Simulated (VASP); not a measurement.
# Li2Se (Fm-3m) in VASP: G0W0 quasiparticle levels with PBE

Aim: the G0W0 quasiparticle levels of Li2Se with PBE.

Program: VASP 6.6.1. These are calculated values, not measurements. Logs are shortened: lines on timing, memory, paths and dates and some standing lists are left out, and cuts for length are marked.

## (1) The cell of the first run

Symmetry: Fm-3m, No. 225, cubic system. The conventional cell has a = 5.987 Å, b = 5.987 Å, c = 5.987 Å, α = 90.00°, β = 90.00°, γ = 90.00°. Se (site symmetry m-3m) has 8 Li at 2.59 Å within 3.4 Å. Within 3.4 Å of Li (site symmetry -43m) lie 4 Se at 2.59 Å and 6 Li at 2.99 Å.

## (2) G0W0 quasiparticle levels, PBE

The input, POSCAR:

```
Li2Se
1.0
    0.0000000000      2.9935210577      2.9935210577
    2.9935210577      0.0000000000      2.9935210577
    2.9935210577      2.9935210577      0.0000000000
Se Li
1 2
Direct
    0.0000000000      0.0000000000      0.0000000000
    0.2500000000      0.2500000000      0.2500000000
    0.7500000000      0.7500000000      0.7500000000
```

The input, INCAR.step1:

```
SYSTEM = Li2Se
ALGO = Normal ; EDIFF = 1E-8
ENCUT = 500 ; GGA = PE
ISMEAR = 0 ; LASPH = .True.
LCHARG = .False. ; LREAL = .False.
LWAVE = .True. ; NELM = 60
PREC = Accurate ; SIGMA = 0.01
```

The input, INCAR.step2:

```
SYSTEM = Li2Se
ALGO = Exact ; EDIFF = 1E-8
ENCUT = 500 ; GGA = PE
ISMEAR = 0 ; ISTART = 1
LASPH = .True. ; LCHARG = .False.
LOPTICS = .True. ; LREAL = .False.
LWAVE = .True. ; NBANDS = 125
NELM = 1 ; PREC = Accurate
SIGMA = 0.01
```

The input, INCAR.step3:

```
SYSTEM = Li2Se
ALGO = EVGW0 ; EDIFF = 1E-8
ENCUT = 500 ; ENCUTGW = 100.0
GGA = PE ; ISMEAR = 0
ISTART = 1 ; LASPH = .True.
LCHARG = .False. ; LREAL = .False.
LWAVE = .False. ; NBANDS = 125
NBANDSGW = 12 ; NELMGW = 1
NOMEGA = 96 ; OMEGAMAX = 30
PREC = Accurate ; PRECFOCK = Fast
SIGMA = 0.01
```

The input, KPOINTS:

```
k-points
0
Gamma
  6 6 6
  0 0 0
```

Potentials or basis: VASP PAW PBE potentials, release 64 (Se_GW, Li_GW).

The run is started by

```bash
cat potpaw_PBE.64/Se_GW/POTCAR potpaw_PBE.64/Li_GW/POTCAR > POTCAR
cp INCAR.step1 INCAR
mpirun -np 1 vasp_std > vasp.out
cp INCAR.step2 INCAR
mpirun -np 1 vasp_std > vasp.out
cp INCAR.step3 INCAR
mpirun -np 1 vasp_std > vasp.out
```

OUTCAR:

```text
SYSTEM = Li2Se
   EDIFF = 1E-8
   ENCUT = 500
   ENCUTGW = 100.0
   GGA = PE
   ISMEAR = 0
   ISTART = 1
   LASPH = .True.
   LREAL = .False.
   NELMGW = 1
   PREC = Accurate
   PRECFOCK = Fast

 ion  position               nearest neighbor table
   1  0.000  0.000  0.000-   3 2.59   3 2.59   3 2.59   2 2.59   2 2.59   2 2.59   3 2.59   2 2.59

   2  0.250  0.250  0.250-   1 2.59   1 2.59   1 2.59   1 2.59   3 2.99   3 2.99   3 2.99   3 2.99
                             3 2.99   3 2.99
   3  0.750  0.750  0.750-   1 2.59   1 2.59   1 2.59   1 2.59   2 2.99   2 2.99   2 2.99   2 2.99
                             2 2.99   2 2.99

  LATTYP: Found a face centered cubic cell.
 ALAT       =     5.9870421154

  Lattice vectors:

 A1 = (   0.0000000000,   2.9935210577,   2.9935210577)
 A2 = (   2.9935210577,   0.0000000000,   2.9935210577)
 A3 = (   2.9935210577,   2.9935210577,   0.0000000000)

Analysis of symmetry for initial positions (statically):
=====================================================================
 Subroutine PRICEL returns:
 Original cell was already a primitive cell.

 Routine SETGRP: Setting up the symmetry group for a
 face centered cubic supercell.

 Subroutine GETGRP returns: Found 48 space group operations
 (whereof 48 operations were pure point group operations)
 out of a pool of 48 trial point group operations.

The static configuration has the point symmetry O_h .

Analysis of symmetry for dynamics (positions and initial velocities):
=====================================================================
 Subroutine PRICEL returns:
 Original cell was already a primitive cell.

 Routine SETGRP: Setting up the symmetry group for a
 face centered cubic supercell.

 Subroutine GETGRP returns: Found 48 space group operations
 (whereof 48 operations were pure point group operations)
 out of a pool of 48 trial point group operations.

The dynamic configuration has the point symmetry O_h .

 Subroutine INISYM returns: Found 48 space group operations
 (whereof 48 operations are pure point group operations),
 and found     1 'primitive' translations

----------------------------------------------------------------------------------------

                                     Primitive cell

  volume of cell :      53.6509

  direct lattice vectors                    reciprocal lattice vectors
     0.000000000  2.993521058  2.993521058    -0.167027387  0.167027387  0.167027387
     2.993521058  0.000000000  2.993521058     0.167027387 -0.167027387  0.167027387
     2.993521058  2.993521058  0.000000000     0.167027387  0.167027387 -0.167027387

  length of vectors
     4.233478079  4.233478079  4.233478079     0.289299920  0.289299920  0.289299920

  position of ions in fractional coordinates (direct lattice)
     0.000000000  0.000000000  0.000000000
     0.250000000  0.250000000  0.250000000
     0.750000000  0.750000000  0.750000000

  ion indices of the primitive-cell ions
   primitive index   ion index
                 1           1
                 2           2
                 3           3

----------------------------------------------------------------------------------------

 KPOINTS: k-points

Automatic generation of k-mesh.
 Grid dimensions read from file:
 generate k-points for:    6    6    6

 Generating k-lattice:

  Cartesian coordinates                     Fractional coordinates (reciprocal lattice)
    -0.027837898  0.027837898  0.027837898     0.166666667  0.000000000  0.000000000
     0.027837898 -0.027837898  0.027837898     0.000000000  0.166666667  0.000000000
     0.027837898  0.027837898 -0.027837898     0.000000000  0.000000000  0.166666667

  Length of vectors
     0.048216653  0.048216653  0.048216653

  Shift w.r.t. Gamma in fractional coordinates (k-lattice)
     0.000000000  0.000000000  0.000000000

 Subroutine IBZKPT returns following result:
 ===========================================

 Found     16 irreducible k-points:

 Following reciprocal coordinates:
            Coordinates               Weight
  0.000000  0.000000  0.000000      1.000000
  0.166667  0.000000  0.000000      8.000000
  0.333333  0.000000  0.000000      8.000000
  0.500000  0.000000  0.000000      4.000000
  0.166667  0.166667  0.000000      6.000000
  0.333333  0.166667  0.000000     24.000000
[... 8 lines left out ...]
 -0.333333  0.333333  0.166667     24.000000
 -0.333333  0.500000  0.166667     12.000000
   k-points           NKPTS =     16   k-points in BZ     NKDIM =    216   number of bands    NBANDS=    125
   number of dos      NEDOS =    301   number of ions     NIONS =      3
   total plane-waves  NPLWV =  32768
   dimension x,y,z NGX =    32 NGY =   32 NGZ =   32
   dimension x,y,z NGXF=    64 NGYF=   64 NGZF=   64
   ions per type =               1   2
   NGX,Y,Z   is equivalent  to a cutoff of  12.57, 12.57, 12.57 a.u.
   NGXF,Y,Z  is equivalent  to a cutoff of  25.13, 25.13, 25.13 a.u.
 SYSTEM =  Li2Se
   PREC   = accura    normal or accurate (medium, high low for compatibility)
   ISTART =      1    job   : 0-new  1-cont  2-samecut
   ICHARG =      0    charge: 1-file 2-atom 10-const
   ISPIN  =      1    spin polarized calculation?
   LNONCOLLINEAR =      F non collinear calculations
   LSORBIT =      F    spin-orbit coupling
   LASPH  =      T    aspherical Exc in radial PAW
   ENCUT  =  500.0 eV  36.75 Ry    6.06 a.u.   7.72  7.72  7.72*2*pi/ulx,y,z
   NELM   =     60;   NELMIN=  2; NELMDL=  0     # of ELM steps
   EDIFF  = 0.1E-07   stopping-criterion for ELM
   LREAL  =      F    real-space projection
   EDIFFG = 0.1E-06   stopping-criterion for IOM
   NSW    =      0    number of steps for IOM
   IBRION =     -1    ionic relax: 0-MD 1-quasi-New 2-CG
   NFREE  =      0    steps in history (QN), initial steepest desc. (CG)
   ISIF   =      0    stress and relaxation
   ISYM   =      3    0-nonsym 1-usesym 2-fastsym
   POTIM  = 0.5000    time-step for ionic-motion
   TEBEG  =    0.0;   TEEND  =   0.0 temperature during run
   PSTRESS=    0.0 pullay stress
   NELECT =       8.0000    total number of electrons
   NUPDOWN=      -1.0000    fix difference up-down
   EMIN   =  10.00;   EMAX   =-10.00  energy-range for DOS
   EFERMI =   0.00;   METHOD = LEGACY
   ISMEAR =     0;   SIGMA  =   0.01  broadening in eV -4-tet -1-fermi 0-gaus
   EFERMI_NEDOS =   21; number of points for ismear=-14 and -15
   IALGO  =     38    algorithm
   IMIX   =      4    mixing-type and parameters
     AMIX     =   0.40;   BMIX     =  1.00
     AMIX_MAG =   1.60;   BMIX_MAG =  1.00
  volume/ion in A,a.u.               =      17.88       120.68
  Fermi-wavevector in a.u.,A,eV,Ry     =   0.868119  1.640507 10.253763  0.753630
  Thomas-Fermi vector in A             =   1.986751
   LORBIT       =      0    0 simple, 1 ext, 2 COOP (PROOUT), +10 PAW based schemes
   GGA     = PE    functional components
   LHFCALC =     T    Hartree Fock is set to
   PRECFOCK=fast      Normal, Fast or Accurate (Low or Medium for compatibility)
   ENCUT4O =  -1.0   cutoff for four orbital integrals eV
   NKREDX  =     1    reduce k-point grid by
   NKREDY  =     1    reduce k-point grid by
   NKREDZ  =     1    reduce k-point grid by
   AEXX    =    1.0000 exact exchange contribution
   HFSCREEN=    0.0000 screening length (either q_TF or 0.3 A-1)
   HFSCREENC=   0.0000 screening length for correlation (either q_TF or 0.3 A-1)
   ENCUTFOCK=  -1.0 apply spherical cutoff to Coloumb kernel
   IVDW    =     0    specifies the selected vdW correction
   LEPSILON=     F    determine dielectric tensor
   LRPA    =     F    only Hartree local field effects (RPA)
   LRPAFORCE           =     F    calculate RPA forces
   ENCUTGW             = 100.0    cutoff for response function in eV
   ENCUTGWSOFT         =  80.0    soft cutoff for Coulomb kernel in GW response function in eV
   ENCUTLF             =  -1.0    cutoff for local field effects
   NELMGW              =     1    number of iterations in solving QP/BSE equation
   NELMHF              =     1    number of iterations in the inner HF iteration
   NKREDLFX            =     1    NKREDLFY  =   1   NKREDLFZ  =   1
 non-spin polarized calculation
 Gauss-broadening in eV      SIGMA  =   0.01
  energy-cutoff  :      500.00
  volume of cell :       53.65
 maximum number of plane-waves:      1380
  NGX = 18; NGY = 18; NGZ = 18
   NGX = 15   NGY = 15   NGZ = 15
 maximum number of plane-waves:       129
 NGX is ok and might be reduce to    18

 QP shifts <psi_nk| G(iteration)W_0 |psi_nk>: iteration 1
 for sc-GW calculations column KS-energies equals QP-energies in previous step
 and V_xc(KS)=  KS-energies - (<T + V_ion + V_H > + <T+V_H+V_ion>^1  + <V_x>^1)

 k-point   1 :       0.0000    0.0000    0.0000
  band No.  KS-energies  QP-energies   sigma(KS)   V_xc(KS)     V^pw_x(r,r')   Z            occupation Imag(sigma)

      1     -12.0285     -12.8903     -13.5697     -12.3884     -19.7575       0.7296       2.0000       1.4196
      2      -0.6062      -1.6448     -13.1256     -11.7851     -14.5625       0.7748       2.0000       0.0650
      3      -0.6062      -1.6448     -13.1256     -11.7851     -14.5625       0.7748       2.0000       0.0650
      4      -0.6062      -1.6448     -13.1256     -11.7851     -14.5625       0.7748       2.0000       0.0650
      5       2.8037       3.2953      -6.9860      -7.5981      -3.7351       0.8032       0.0000      -0.0796
      6       5.0214       5.7061      -6.8449      -7.7050      -3.3480       0.7961       0.0000      -0.0900
      7       5.0214       5.7061      -6.8449      -7.7050      -3.3480       0.7961       0.0000      -0.0900
      8       5.0214       5.7061      -6.8449      -7.7050      -3.3480       0.7961       0.0000      -0.0900
      9      10.0023      10.5501      -7.7391      -8.4520      -3.4886       0.7685       0.0000      -0.2205
     10      10.0023      10.5501      -7.7391      -8.4520      -3.4886       0.7685       0.0000      -0.2205
     11      10.3545      10.7197      -6.0198      -6.5043      -1.3214       0.7539       0.0000      -0.3252
     12      10.3545      10.7197      -6.0198      -6.5043      -1.3214       0.7539       0.0000      -0.3252

 k-point   2 :       0.1667    0.0000    0.0000
  band No.  KS-energies  QP-energies   sigma(KS)   V_xc(KS)     V^pw_x(r,r')   Z            occupation Imag(sigma)

      1     -11.9421     -12.7716     -13.6004     -12.4617     -19.7767       0.7284       2.0000       1.3972
      2      -1.6388      -2.7591     -12.1958     -10.7328     -13.8112       0.7657       2.0000       0.0787
      3      -0.7615      -1.8121     -12.9949     -11.6370     -14.4633       0.7737       2.0000       0.0667
      4      -0.7615      -1.8121     -12.9949     -11.6370     -14.4633       0.7737       2.0000       0.0667
      5       3.5345       4.0727      -7.2699      -7.9447      -3.9291       0.7976       0.0000      -0.0847
      6       5.3862       6.0744      -6.9380      -7.8057      -3.3654       0.7932       0.0000      -0.0946
      7       5.3862       6.0744      -6.9380      -7.8057      -3.3654       0.7932       0.0000      -0.0946
      8       5.6655       6.3459      -7.4144      -8.2785      -3.8003       0.7873       0.0000      -0.1007
      9       8.5371       9.0255      -6.8600      -7.4947      -2.6897       0.7695       0.0000      -0.1795
     10       8.5371       9.0255      -6.8600      -7.4947      -2.6897       0.7695       0.0000      -0.1795
     11      10.5393      10.8470      -6.1781      -6.5848      -1.4622       0.7566       0.0000      -0.3534
     12      12.8899      13.3458      -7.0180      -7.6081      -2.1178       0.7726       0.0000      -0.5160
[... 196 lines left out ...]
      1     -11.5623     -12.2639     -13.8013     -12.8231     -19.8892       0.7173       2.0000       1.2847
      2      -3.0265      -4.2786     -11.5829      -9.9023     -13.6888       0.7451       2.0000       0.1166
      3      -2.2431      -3.4452     -12.1169     -10.5255     -14.0030       0.7553       2.0000       0.0948
      4      -1.8228      -2.9579     -12.1908     -10.6999     -13.9047       0.7613       2.0000       0.0834
      5       4.6618       5.0661      -7.2837      -7.7939      -3.8797       0.7924       0.0000      -0.0960
      6       5.4358       6.0750      -6.8484      -7.6591      -3.0832       0.7884       0.0000      -0.1074
      7       7.6670       8.2994      -7.5769      -8.4007      -3.5407       0.7677       0.0000      -0.1439
      8       8.1429       8.7905      -7.2401      -8.0864      -3.0432       0.7652       0.0000      -0.1575
      9       8.2830       8.9524      -7.6098      -8.4891      -3.3849       0.7612       0.0000      -0.1716
     10      10.3001      10.8706      -7.5244      -8.2962      -2.7270       0.7393       0.0000      -0.3168
     11      12.0172      12.8185      -7.7305      -8.7793      -3.0267       0.7641       0.0000      -0.3477
     12      13.2187      13.8109      -6.3868      -7.1670      -1.3391       0.7591       0.0000      -0.4966

 k-point  16 :      -0.3333    0.5000    0.1667
  band No.  KS-energies  QP-energies   sigma(KS)   V_xc(KS)     V^pw_x(r,r')   Z            occupation Imag(sigma)

      1     -11.5329     -12.2263     -13.8144     -12.8494     -19.8957       0.7184       2.0000       1.2777
      2      -2.7260      -3.9878     -11.9589     -10.2716     -14.0284       0.7478       2.0000       0.1093
      3      -2.3079      -3.4854     -11.9056     -10.3473     -13.7572       0.7556       2.0000       0.0944
      4      -2.3079      -3.4854     -11.9056     -10.3473     -13.7572       0.7556       2.0000       0.0944
      5       3.6493       4.0466      -6.9546      -7.4516      -3.6871       0.7996       0.0000      -0.0852
      6       6.4589       7.0593      -7.2599      -8.0273      -3.4867       0.7825       0.0000      -0.1106
      7       6.9765       7.5912      -7.1703      -7.9683      -3.0918       0.7702       0.0000      -0.1447
      8       8.6846       9.3600      -7.6702      -8.5596      -3.4257       0.7595       0.0000      -0.1700
      9      10.1240      10.7278      -7.8013      -8.6220      -2.9846       0.7358       0.0000      -0.3059
     10      10.9966      11.6039      -7.8564      -8.6838      -2.9009       0.7340       0.0000      -0.3751
     11      11.3750      12.2326      -7.6468      -8.7744      -3.0616       0.7605       0.0000      -0.2721
     12      13.0852      13.8089      -7.9031      -8.8334      -3.1138       0.7779       0.0000      -0.4688
```

Run time: 24 min. Hardware: 1 thread of Intel Xeon 8259CL, shared host; peak memory 0.91 GiB.

Results:

```yaml
Quasiparticle_gap: 4.35 eV
Least_direct_quasiparticle_gap: 4.94 eV
Band_gap_of_the_starting_levels_on_the_mesh: 2.97 eV
Least_direct_gap_of_the_starting_levels_on_the_mesh: 3.41 eV
```

Caveat: bands, screening cutoff and mesh are small and nothing is extrapolated, so the quasiparticle values aren't converged; the structure was generated, so it needn't be the stable form of Li2Se.
